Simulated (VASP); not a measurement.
Here is a VASP 6.6.1 calculation.

INCAR

```
PREC     = Accurate       # precision mode
ENCUT    = 700            # plane-wave cutoff, eV
EDIFF    = 1E-6           # SCF threshold, eV
ISMEAR   = 0              # smearing method
SIGMA    = 0.1            # smearing width, eV
LREAL    = Auto         
LASPH    = True           # aspherical terms in the spheres
NELM     = 120            # most SCF steps
ALGO     = Normal         # electronic algorithm
ISIF     = 2              # what is computed and relaxed
LWAVE    = False          # write WAVECAR
LCHARG   = True           # write CHGCAR
GGA      = PE             # functional
LELF     = True           # ELF
LVHAR    = True         
NBANDS   = 65             # bands
GGA_COMPAT= False
```

The input KPOINTS:

```
regular mesh
0
Gamma
  2 2 2
```

The input POSCAR:

```
AlTl2AuC6N6
1.0
    0.0017029006      5.8379551129      5.8260603955
    4.8838516947     -0.5002079239      6.3340236279
    4.8871517875      6.3344464823     -0.5084797643
Al Tl C Au N
1 2 6 1 6
Direct
    0.4999504191      0.5450868558      0.4549458464
    0.2172804575      0.1151675537      0.4498406526
    0.7827435401      0.5500656684      0.8847795898
    0.8153437555      0.1756072869      0.1940607380
    0.2114469620      0.7571773003      0.2426840265
    0.2151461579      0.3294923658      0.6701938175
    0.1847833155      0.8059233849      0.8244173297
    0.7848115009      0.3299696168      0.6703001044
    0.7885469544      0.7574045046      0.2428151059
    0.0001048332      0.8811047834      0.1188618367
    0.7038823631      0.3334127593      0.2590791277
    0.3278573807      0.6872880116      0.3125960342
    0.3290229613      0.4017127741      0.5980740248
    0.2961075671      0.7409638277      0.6666021226
    0.6709868280      0.4020349432      0.5981115627
    0.6719850039      0.6875883635      0.3126380805
```

Potentials or basis: VASP PAW PBE potentials, release 64 (Al, Tl_d, C, Au_sv_GW, N).

Run with:

```bash
$ cat potpaw_PBE.64/Al/POTCAR potpaw_PBE.64/Tl_d/POTCAR potpaw_PBE.64/C/POTCAR potpaw_PBE.64/Au_sv_GW/POTCAR potpaw_PBE.64/N/POTCAR > POTCAR
$ mpirun -np 1 vasp_std > vasp.out
```

**Question.** Predict the pressure.

**Answer.** 0.2 GPa.

**Question.** Predict the largest force.

**Answer.** 0.391 eV/Å.

Forces on the atoms (eV/Å):
```
Al  -0.001 -0.004  0.005
Tl   0.007 -0.001 -0.006
Tl  -0.003  0.007  0.003
C   -0.304  0.085 -0.084
C    0.000 -0.325 -0.057
C    0.000 -0.053 -0.361
C    0.305  0.085 -0.085
C    0.000  0.362  0.053
C   -0.001  0.057  0.324
Au   0.000  0.000  0.002
N    0.317 -0.084  0.082
N   -0.001  0.345  0.055
N    0.000  0.052  0.386
N   -0.319 -0.083  0.082
N    0.001 -0.387 -0.052
N    0.000 -0.055 -0.346
```

Caveat: the k points lie up to 0.50 Å⁻¹ apart.
